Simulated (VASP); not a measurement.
# NbAs (I4_1md) in VASP: single point with r2SCAN

Aim: the single point of NbAs with r2SCAN.

Program: VASP 6.6.1. These are calculated values, not measurements. Logs are shortened: lines on timing, memory, paths and dates and some standing lists are left out, and cuts for length are marked.

## (1) The cell of the first run

It takes space group I4_1md (No. 109, tetragonal). The conventional cell has a = 3.372 Å, b = 3.372 Å, c = 11.261 Å, α = 90.00°, β = 90.00°, γ = 90.00°. Nb (site symmetry 2mm) has 6 As at 2.54 to 2.55 Å and 8 Nb at 3.28 to 3.37 Å within 3.4 Å. Within 3.4 Å of As (site symmetry 2mm) lie 6 Nb at 2.54 to 2.55 Å and 8 As at 3.28 to 3.37 Å.

## (2) Single point, r2SCAN (16.00 Å³/atom)

File POSCAR:

```
NbAs
1.0
   -1.6858749721      1.6858749721      5.6303457063
    1.6858749721     -1.6858749721      5.6303457063
    1.6858749721      1.6858749721     -5.6303457063
Nb As
2 2
Direct
   -0.0016081305     -0.0016081305      0.0000000000
    0.7483918695      0.2483918695      0.5000000000
    0.4176081305      0.4176081305      0.0000000000
    0.1676081305      0.6676081305      0.5000000000
```

File INCAR.step1:

```
ALGO = Normal
EDIFF = 1E-5
ENCUT = 550
GGA = PE
GGA_COMPAT = False
ISMEAR = 0
LASPH = True
LCHARG = False
LREAL = False
LWAVE = True
NBANDS = 26
NELM = 120
PREC = Accurate
SIGMA = 0.1
```

File INCAR.step2:

```
ALGO = Normal
EDIFF = 1E-6
ENCUT = 550
GGA_COMPAT = False
ISIF = 2
ISMEAR = 0
ISTART = 1
LASPH = True
LCHARG = False
LMIXTAU = True
LREAL = False
LWAVE = False
METAGGA = R2SCAN
NBANDS = 26
NELM = 120
PREC = Accurate
SIGMA = 0.1
```

File KPOINTS:

```
k-points
0
Gamma
  18 18 18
```

Potentials or basis: VASP PAW PBE potentials, release 64 (Nb_sv, As).

Command:

```console
cat potpaw_PBE.64/Nb_sv/POTCAR potpaw_PBE.64/As/POTCAR > POTCAR
cp INCAR.step1 INCAR
mpirun -np 1 vasp_std > vasp.out
cp INCAR.step2 INCAR
mpirun -np 1 vasp_std > vasp.out
```

OUTCAR:

```text
EDIFF = 1E-6
   ENCUT = 550
   ISIF = 2
   ISMEAR = 0
   ISTART = 1
   LASPH = True
   LREAL = False
   METAGGA = R2SCAN
   NELM = 120
   PREC = Accurate

 ion  position               nearest neighbor table
   1  0.998  0.998  0.000-   4 2.54   4 2.54   3 2.55   3 2.55   3 2.55   3 2.55
   2  0.748  0.248  0.500-   3 2.54   3 2.54   4 2.55   4 2.55   4 2.55   4 2.55
   3  0.418  0.418  0.000-   2 2.54   2 2.54   1 2.55   1 2.55   1 2.55   1 2.55
   4  0.168  0.668  0.500-   1 2.54   1 2.54   2 2.55   2 2.55   2 2.55   2 2.55

  LATTYP: Found a body centered tetragonal cell.
 ALAT       =     3.3717499442
 C/A-ratio  =     3.3397172385

  Lattice vectors:

 A1 = (  -1.6858749721,   1.6858749721,   5.6303457063)
 A2 = (   1.6858749721,  -1.6858749721,   5.6303457063)
 A3 = (   1.6858749721,   1.6858749721,  -5.6303457063)

Analysis of symmetry for initial positions (statically):
=====================================================================
 Subroutine PRICEL returns:
 Original cell was already a primitive cell.

 Routine SETGRP: Setting up the symmetry group for a
 body centered tetragonal supercell.

 Subroutine GETGRP returns: Found  8 space group operations
 (whereof  4 operations were pure point group operations)
 out of a pool of 16 trial point group operations.

The static configuration has the point symmetry C_2v.
 The point group associated with its full space group is C_4v.

Analysis of symmetry for dynamics (positions and initial velocities):
=====================================================================
 Subroutine PRICEL returns:
 Original cell was already a primitive cell.

 Routine SETGRP: Setting up the symmetry group for a
 body centered tetragonal supercell.

 Subroutine GETGRP returns: Found  8 space group operations
 (whereof  4 operations were pure point group operations)
 out of a pool of 16 trial point group operations.

The dynamic configuration has the point symmetry C_2v.
 The point group associated with its full space group is C_4v.

 Subroutine INISYM returns: Found  8 space group operations
 (whereof  4 operations are pure point group operations),
 and found     1 'primitive' translations

----------------------------------------------------------------------------------------

                                     Primitive cell

  volume of cell :      64.0097

  direct lattice vectors                    reciprocal lattice vectors
    -1.685874972  1.685874972  5.630345706     0.000000000  0.296581899  0.088804494
     1.685874972 -1.685874972  5.630345706     0.296581899  0.000000000  0.088804494
     1.685874972  1.685874972 -5.630345706     0.296581899  0.296581899  0.000000000

  length of vectors
     6.114339017  6.114339017  6.114339017     0.309591765  0.309591765  0.419430143

  position of ions in fractional coordinates (direct lattice)
     0.998391869  0.998391869  0.000000000
     0.748391869  0.248391869  0.500000000
     0.417608130  0.417608130  0.000000000
     0.167608130  0.667608130  0.500000000

  ion indices of the primitive-cell ions
   primitive index   ion index
                 1           1
                 2           2
                 3           3
                 4           4

----------------------------------------------------------------------------------------

 KPOINTS: k-points

Automatic generation of k-mesh.
 Grid dimensions read from file:
 generate k-points for:   18   18   18

 Generating k-lattice:

  Cartesian coordinates                     Fractional coordinates (reciprocal lattice)
     0.000000000  0.016476772  0.004933583     0.055555556  0.000000000  0.000000000
     0.016476772  0.000000000  0.004933583     0.000000000  0.055555556  0.000000000
     0.016476772  0.016476772  0.000000000     0.000000000  0.000000000  0.055555556

  Length of vectors
     0.017199542  0.017199542  0.023301675

  Shift w.r.t. Gamma in fractional coordinates (k-lattice)
     0.000000000  0.000000000  0.000000000

 Subroutine IBZKPT returns following result:
 ===========================================

 Found    480 irreducible k-points:

 Following reciprocal coordinates:
            Coordinates               Weight
  0.000000  0.000000  0.000000      1.000000
  0.055556  0.000000 -0.000000      8.000000
  0.111111  0.000000 -0.000000      8.000000
  0.166667  0.000000  0.000000      8.000000
  0.222222  0.000000  0.000000      8.000000
  0.277778  0.000000  0.000000      8.000000
[... 16 lines left out ...]
 -0.277778  0.055556  0.000000     16.000000
 -0.222222  0.055556  0.000000     16.000000
 [... further k-points ...]
   k-points           NKPTS =    480   k-points in BZ     NKDIM =    480   number of bands    NBANDS=     26
   number of dos      NEDOS =    301   number of ions     NIONS =      4
   total plane-waves  NPLWV = 110592
   dimension x,y,z NGX =    48 NGY =   48 NGZ =   48
   dimension x,y,z NGXF=    96 NGYF=   96 NGZF=   96
   ions per type =               2   2
   NGX,Y,Z   is equivalent  to a cutoff of  13.05, 13.05, 13.05 a.u.
   NGXF,Y,Z  is equivalent  to a cutoff of  26.10, 26.10, 26.10 a.u.
 SYSTEM =  unknown system
   PREC   = accura    normal or accurate (medium, high low for compatibility)
   ISTART =      1    job   : 0-new  1-cont  2-samecut
   ICHARG =      0    charge: 1-file 2-atom 10-const
   ISPIN  =      1    spin polarized calculation?
   LNONCOLLINEAR =      F non collinear calculations
   LSORBIT =      F    spin-orbit coupling
   LASPH  =      T    aspherical Exc in radial PAW
   ENCUT  =  550.0 eV  40.42 Ry    6.36 a.u.  11.69 11.69 11.69*2*pi/ulx,y,z
   NELM   =    120;   NELMIN=  2; NELMDL=  0     # of ELM steps
   EDIFF  = 0.1E-05   stopping-criterion for ELM
   LREAL  =      F    real-space projection
   EDIFFG = 0.1E-04   stopping-criterion for IOM
   NSW    =      0    number of steps for IOM
   IBRION =     -1    ionic relax: 0-MD 1-quasi-New 2-CG
   NFREE  =      0    steps in history (QN), initial steepest desc. (CG)
   ISIF   =      2    stress and relaxation
   ISYM   =      2    0-nonsym 1-usesym 2-fastsym
   POTIM  = 0.5000    time-step for ionic-motion
   TEBEG  =    0.0;   TEEND  =   0.0 temperature during run
   PSTRESS=    0.0 pullay stress
   NELECT =      36.0000    total number of electrons
   NUPDOWN=      -1.0000    fix difference up-down
   EMIN   =  10.00;   EMAX   =-10.00  energy-range for DOS
   EFERMI =   0.00;   METHOD = LEGACY
   ISMEAR =     0;   SIGMA  =   0.10  broadening in eV -4-tet -1-fermi 0-gaus
   EFERMI_NEDOS =   21; number of points for ismear=-14 and -15
   IALGO  =     38    algorithm
   IMIX   =      4    mixing-type and parameters
     AMIX     =   0.40;   BMIX     =  1.00
     AMIX_MAG =   1.60;   BMIX_MAG =  1.00
  volume/ion in A,a.u.               =      16.00       107.99
  Fermi-wavevector in a.u.,A,eV,Ry     =   1.351327  2.553637 24.845384  1.826084
  Thomas-Fermi vector in A             =   2.478758
   LORBIT       =      0    0 simple, 1 ext, 2 COOP (PROOUT), +10 PAW based schemes
   METAGGA = R2SCAN    functional components
   LHFCALC =     F    Hartree Fock is set to
   AEXX    =    0.0000 exact exchange contribution
   IVDW    =     0    specifies the selected vdW correction
   LEPSILON=     F    determine dielectric tensor
   LRPA    =     F    only Hartree local field effects (RPA)
 non-spin polarized calculation
 Gauss-broadening in eV      SIGMA  =   0.10
  energy-cutoff  :      550.00
  volume of cell :       64.01
 maximum number of plane-waves:      1905
   NGX = 23   NGY = 23   NGZ = 23

 number of electron      36.0000000 magnetization

 Free energy of the ion-electron system (eV)
  ---------------------------------------------------
  ext. energy  EPLUGINS =         0.00000000
  ---------------------------------------------------
  free energy    TOTEN  =       -81.91905513 eV

  energy without entropy =      -81.91693119  energy(sigma->0) =      -81.91799316

 E-fermi :  10.7297     XC(G=0): -13.1221

 val. band max:       10.7269781358   @ k =  -0.0556   0.4444   0.0556
 cond. band min:      10.7378616529   @ k =  -0.3333   0.4444   0.3333
 fundamental gap:      0.0108835171
 Fermi energy:        10.7297113266

 k-point     1 :       0.0000    0.0000    0.0000
  band No.  band energies     occupation
      1     -46.0859      2.00000
      2     -46.0353      2.00000
      3     -21.7263      2.00000
      4     -21.5201      2.00000
      5     -21.5201      2.00000
      6     -21.3392      2.00000
[... 18 lines left out ...]
     25      15.1921      0.00000
     26      15.1921      0.00000

 k-point     2 :       0.0556    0.0000   -0.0000
  band No.  band energies     occupation
      1     -46.0850      2.00000
      2     -46.0350      2.00000
      3     -21.7229      2.00000
      4     -21.5294      2.00000
      5     -21.5193      2.00000
      6     -21.3482      2.00000
[... 18 lines left out ...]
     25      15.3486      0.00000
     26      15.3514      0.00000

 k-point     3 :       0.1111    0.0000   -0.0000
  band No.  band energies     occupation
      1     -46.0825      2.00000
      2     -46.0342      2.00000
      3     -21.7134      2.00000
      4     -21.5554      2.00000
      5     -21.5168      2.00000
      6     -21.3735      2.00000
[... 18 lines left out ...]
     25      15.5616      0.00000
     26      15.7656      0.00000

 k-point     4 :       0.1667    0.0000    0.0000
  band No.  band energies     occupation
      1     -46.0786      2.00000
      2     -46.0331      2.00000
      3     -21.7014      2.00000
      4     -21.5922      2.00000
      5     -21.5130      2.00000
      6     -21.4107      2.00000
[... 18 lines left out ...]
     25      15.7971      0.00000
     26      16.3303      0.00000
[... 496 lines left out ...]
      1     -46.0628      2.00000
      2     -46.0287      2.00000
      3     -21.7735      2.00000
      4     -21.6202      2.00000
      5     -21.5255      2.00000
      6     -21.5057      2.00000
[... 18 lines left out ...]
     25      15.9244      0.00000
     26      17.6951      0.00000

 k-point    23 :      -0.2778    0.0556    0.0000
  band No.  band energies     occupation
      1     -46.0681      2.00000
      2     -46.0296      2.00000
      3     -21.7302      2.00000
      4     -21.6267      2.00000
      5     -21.5114      2.00000
      6     -21.4955      2.00000
[... 18 lines left out ...]
     25      16.0918      0.00000
     26      17.2997      0.00000

 k-point    24 :      -0.2222    0.0556    0.0000
  band No.  band energies     occupation
      1     -46.0735      2.00000
      2     -46.0308      2.00000
      3     -21.7012      2.00000
      4     -21.6229      2.00000
      5     -21.5164      2.00000
      6     -21.4538      2.00000
[... 18 lines left out ...]
     25      16.0659      0.00000
     26      16.7820      0.00000

 [... further k-points ...]

------------------------ aborting loop because EDIFF is reached ----------------------------------------

  FORCE on cell =-STRESS in cart. coord.  units (eV):
  Direction    XX          YY          ZZ          XY          YZ          ZX
  --------------------------------------------------------------------------------------
  -------------------------------------------------------------------------------------
  Total        7.7887042      7.7887042      7.7641445      0.0000000      0.0000000      0.0000000
  in kB      194.9530419    194.9530419    194.3383050      0.0000000      0.0000000      0.0000000
  external PRESSURE =     194.7481296 kB  Pullay stress =       0.0000000 kB

 VOLUME and BASIS-vectors are now :
 -----------------------------------------------------------------------------
  energy-cutoff  :      550.00
  volume of cell :       64.01
      direct lattice vectors                 reciprocal lattice vectors
    -1.685874972  1.685874972  5.630345706     0.000000000  0.296581899  0.088804494
     1.685874972 -1.685874972  5.630345706     0.296581899  0.000000000  0.088804494
     1.685874972  1.685874972 -5.630345706     0.296581899  0.296581899  0.000000000

 POSITION                                       TOTAL-FORCE (eV/Angst)
 -----------------------------------------------------------------------------------
      0.00000      0.00000     11.24258         0.000000     -0.000000     -0.002789
      0.00000      1.68587      2.79706        -0.000000      0.000000     -0.002789
      0.00000      0.00000      4.70256        -0.000000      0.000000      0.002789
      1.68587     -0.00000      1.88738         0.000000     -0.000000      0.002789
 -----------------------------------------------------------------------------------
    total drift:                               -0.000000     -0.000000     -0.000619

  FREE ENERGIE OF THE ION-ELECTRON SYSTEM (eV)
  ---------------------------------------------------
  free  energy   TOTEN  =       -81.9190551310 eV

  energy  without entropy=      -81.9169311883  energy(sigma->0) =      -81.91799316
```

Wall time 3.2 h (1 thread of Intel Xeon 8259CL, shared host); peak memory 0.94 GiB.

Results:

```yaml
Free_energy: -81.9191 eV
Pressure: 19.5 GPa
Band_gap_on_the_k_mesh: zero (filled and empty bands touch)
```

Forces in eV/Å, atoms in the order of the input:
```
Nb   0.000  0.000 -0.003
Nb   0.000  0.000 -0.003
As   0.000  0.000  0.003
As   0.000  0.000  0.003
```

Caveat: the cell stands under pressure; the PAW data sets were made with another functional, which shifts forces and pressure a little.
